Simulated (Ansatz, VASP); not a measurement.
Two plane-wave programs on NaH

The input POSCAR:

```
NaH
1.0
    0.0000000000      2.3975122873      2.3975122873
    2.3975122873      0.0000000000      2.3975122873
    2.3975122873      2.3975122873      0.0000000000
Na H
1 1
Direct
    0.0000000000      0.0000000000      0.0000000000
    0.5000000000      0.5000000000      0.5000000000
```

Contents of INCAR.step1:

```
PREC     = Accurate       # precision mode
ENCUT    = 400            # plane-wave cutoff, eV
EDIFF    = 1E-5           # SCF threshold, eV
ISMEAR   = 0              # smearing method
SIGMA    = 0.01           # smearing width, eV
LREAL    = F              # projectors in reciprocal space
LASPH    = T              # aspherical terms in the spheres
NELM     = 120            # most SCF steps
ALGO     = Normal         # electronic algorithm
ISIF     = 2              # what is computed and relaxed
LWAVE    = T              # write WAVECAR
LCHARG   = F              # write CHGCAR
NBANDS   = 11             # bands
GGA      = PE             # functional
GGA_COMPAT= F
```

The input INCAR.step2:

```
PREC     = Accurate       # precision mode
ENCUT    = 400            # plane-wave cutoff, eV
EDIFF    = 1E-6           # SCF threshold, eV
ISMEAR   = 0              # smearing method
SIGMA    = 0.01           # smearing width, eV
LREAL    = F              # projectors in reciprocal space
LASPH    = T              # aspherical terms in the spheres
NELM     = 120            # most SCF steps
ALGO     = Normal         # electronic algorithm
ISIF     = 2              # what is computed and relaxed
LWAVE    = F              # write WAVECAR
LCHARG   = F              # write CHGCAR
GGA      = PE             # functional
LHFCALC  = T              # exact exchange
AEXX     = 0.1            # exact-exchange fraction
HFSCREEN = 0.2078         # screening, 1/A
PRECFOCK = Normal       
NBANDS   = 11             # bands
ISTART   = 1            
GGA_COMPAT= F
```

The input KPOINTS:

```
regular mesh
0
Gamma
  4 4 4
```

Input for Ansatz:

```yaml
crystal:
  lattice:
    - [0.0, 2.3975122873, 2.3975122873]
    - [2.3975122873, 0.0, 2.3975122873]
    - [2.3975122873, 2.3975122873, 0.0]
  atoms:
    - { symbol: Na, position: [0.0, 0.0, 0.0] }
    - { symbol: H, position: [0.5, 0.5, 0.5] }
kpoints:
  mp_grid: { grid: [4, 4, 4] }
hamiltonian:
  xc:
    exchange: pbe
    correlation: pbe
    exx: { coeff: 0.1, omega: 0.2078 }
scf:
  occupations: { method: fixed }
  n_extra_bands: 4
output:
  forces: true
  stress: true
  eigenvalues: true
```

Alike in both runs: task single point; functional PBE-based screened hybrid; k mesh 4 × 4 × 4; no spin polarisation.

```csv
,VASP,Ansatz
version,VASP 6.6.1,Ansatz 0.2.0
potentials or method,"VASP PAW PBE potentials, release 64 (Na_pv, H)",plane waves
plane-wave cutoff (eV),400,420
occupations,"gaussian, width 0.01 eV",fixed
valence electrons in the cell,8,10
```

VASP gave:

| Property | Result |
| --- | --- |
| gap on the k mesh at the Fermi level (eV) | 4.21 |
| pressure (GPa) | 0.1 |

What did Ansatz give for the same quantities?

gap on the k mesh at the Fermi level (eV): 4.21; pressure (GPa): 0.4.

VASP's potentials were made for PBE, not for PBE-based screened hybrid. VASP's potentials hold 8 valence electrons a cell and Ansatz's 10, so a difference there can come from the potentials and not from the codes. Ansatz's warnings: stress exchange threshold loose, stress scf threshold loose.

The k mesh is coarse, so the values compare programs but aren't converged.
